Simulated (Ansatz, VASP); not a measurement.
# Ag: VASP beside Ansatz

File POSCAR:

```
Ag
1.0
    0.0000000000      1.9409450000      2.1452550000
    1.9409450000      0.0000000000      2.1452550000
    1.9409450000      1.9409450000      0.0000000000
Ag
1
Direct
    0.0000000000      0.0000000000      0.0000000000
```

Contents of INCAR.step1:

```
SYSTEM = Ag
ALGO = Normal
EDIFF = 1E-4
ENCUT = 520
GGA = PE
ISMEAR = 0
LASPH = .True.
LCHARG = .False.
LREAL = .False.
LWAVE = .True.
NBANDS = 12
NELM = 100
PREC = Accurate
SIGMA = 0.15
```

INCAR.step2

```
SYSTEM = Ag
ALGO = Normal
EDIFF = 1E-6
ENCUT = 520
ISIF = 2
ISMEAR = 0
ISTART = 1
LASPH = .True.
LCHARG = .False.
LMIXTAU = .True.
LREAL = .False.
LWAVE = .False.
METAGGA = R2SCAN
NBANDS = 12
NELM = 100
PREC = Accurate
SIGMA = 0.15
```

Contents of KPOINTS:

```
k-points
0
Gamma
  20 20 20
  0 0 0
```

Input for Ansatz:

```yaml
crystal:
  lattice:
    - [0.0, 1.940945, 2.145255]
    - [1.940945, 0.0, 2.145255]
    - [1.940945, 1.940945, 0.0]
  atoms:
    - { symbol: Ag, position: [0.0, 0.0, 0.0] }
basis:
  ecutwfc: 500
kpoints:
  mp_grid: { grid: [20, 20, 20] }
hamiltonian:
  xc: r2scan
scf:
  occupations: { method: gaussian, width: 0.15 }
output:
  forces: true
  stress: true
  eigenvalues: true
```

Change from the starting cell: strain -0.050 along x and y, +0.050 along z, atoms carried along.

Alike in both runs: task single point; functional r2SCAN; k mesh 20 × 20 × 20; occupations gaussian, width 0.15 eV; no spin polarisation.

|  | VASP | Ansatz |
| --- | --- | --- |
| version | VASP 6.6.1 | Ansatz 0.2.0 |
| potentials or method | VASP PAW PBE potentials, release 64 (Ag), cutoff 520 eV | scalar-relativistic, plane waves, PAW |
| valence electrons in the cell | 11 | 19 |

|  | VASP | Ansatz | Ansatz less VASP |
| --- | --- | --- | --- |
| gap on the k mesh at the Fermi level (eV) | none | none | - |
| pressure (GPa) | 9.2 | 8.9 | -0.28 |
| traceless stress, the component that is largest in VASP (GPa) | -4.32 | -4.25 | +0.072 |

VASP's potentials were made for PBE, not for r2SCAN. A gap of «none» marks a metal or a gap that the smearing closes. With one functional, cell and mesh, what is left measures potentials, basis and numerics. VASP's potentials hold 11 valence electrons a cell and Ansatz's 19, so a difference there can come from the potentials and not from the codes.
